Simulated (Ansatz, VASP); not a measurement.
SiC in VASP and in Ansatz

File POSCAR:

```
SiC
1.0
    3.0760000000      0.0000000000      0.0000000000
   -1.5380000000      2.6638941420      0.0000000000
    0.0000000000      0.0000000000      5.0480000000
Si C
2 2
Direct
    0.3333333333      0.6666666667      0.0000000000
    0.6666666667      0.3333333333      0.5000000000
    0.3333333333      0.6666666667      0.5000000000
    0.6666666667      0.3333333333      1.0000000000
```

File INCAR.step1:

```
SYSTEM = SiC
PREC     = Accurate       ! precision mode
ENCUT    = 520            ! plane-wave cutoff, eV
ISMEAR   = 0              ! smearing method
SIGMA    = 0.1            ! smearing width, eV
LREAL    = .FALSE.        ! projectors in reciprocal space
LASPH    = .TRUE.         ! aspherical terms in the spheres
NELM     = 100            ! most SCF steps
NBANDS   = 16             ! bands
GGA      = PE             ! functional
ALGO     = Normal         ! electronic algorithm
EDIFF    = 1E-4           ! SCF threshold, eV
LWAVE    = .TRUE.         ! write WAVECAR
LCHARG   = .FALSE.        ! write CHGCAR
```

INCAR.step2

```
SYSTEM = SiC
PREC     = Accurate       ! precision mode
ENCUT    = 520            ! plane-wave cutoff, eV
EDIFF    = 1E-7           ! SCF threshold, eV
ISMEAR   = 0              ! smearing method
SIGMA    = 0.1            ! smearing width, eV
LREAL    = .FALSE.        ! projectors in reciprocal space
LASPH    = .TRUE.         ! aspherical terms in the spheres
NELM     = 100            ! most SCF steps
ALGO     = Normal         ! electronic algorithm
ISIF     = 2              ! what is computed and relaxed
LWAVE    = .FALSE.        ! write WAVECAR
LCHARG   = .FALSE.        ! write CHGCAR
METAGGA  = R2SCAN         ! meta-GGA
LMIXTAU  = .TRUE.       
NBANDS   = 16             ! bands
ISTART   = 1
```

File KPOINTS:

```
regular mesh
0
G
  6 6 4
  0 0 0
```

Input for Ansatz:

```yaml
crystal:
  lattice:
    - [3.076, 0.0, 0.0]
    - [-1.538, 2.663894142, 0.0]
    - [0.0, 0.0, 5.048]
  atoms:
    - { symbol: Si, position: [0.3333333333, 0.6666666667, 0.0] }
    - { symbol: Si, position: [0.6666666667, 0.3333333333, 0.5] }
    - { symbol: C, position: [0.3333333333, 0.6666666667, 0.5] }
    - { symbol: C, position: [0.6666666667, 0.3333333333, 1.0] }
basis:
  ecutwfc: 500
kpoints:
  mp_grid: { grid: [6, 6, 4] }
hamiltonian:
  xc: r2scan
scf:
  occupations: { method: gaussian, width: 0.1 }
output:
  forces: true
  stress: true
  eigenvalues: true
```

Alike in both runs: task single point; functional r2SCAN; k mesh 6 × 6 × 4; occupations gaussian, width 0.1 eV; no spin polarisation.

|  | VASP | Ansatz |
| --- | --- | --- |
| version | VASP 6.6.1 | Ansatz 0.2.0 |
| potentials or method | VASP PAW PBE potentials, release 64 (Si, C), cutoff 520 eV | scalar-relativistic, plane waves, PAW |
| valence electrons in the cell | 16 | 16 |

Ansatz gave:

| Quantity | Value |
| --- | --- |
| gap on the k mesh at the Fermi level (eV) | 0.98 |
| least direct gap on the mesh (eV) | 3.26 |
| pressure (GPa) | 10.7 |
| traceless stress, the component that is largest in VASP (GPa) | -8.59 |

Question: What did VASP give for the same quantities?

Answer: gap on the k mesh at the Fermi level (eV): 0.98; least direct gap on the mesh (eV): 3.27; pressure (GPa): 10.3; traceless stress, the component that is largest in VASP (GPa): -8.18.

VASP's potentials were made for PBE, not for r2SCAN. The functional is the same, so the differences come from potentials, cutoffs and numerics.
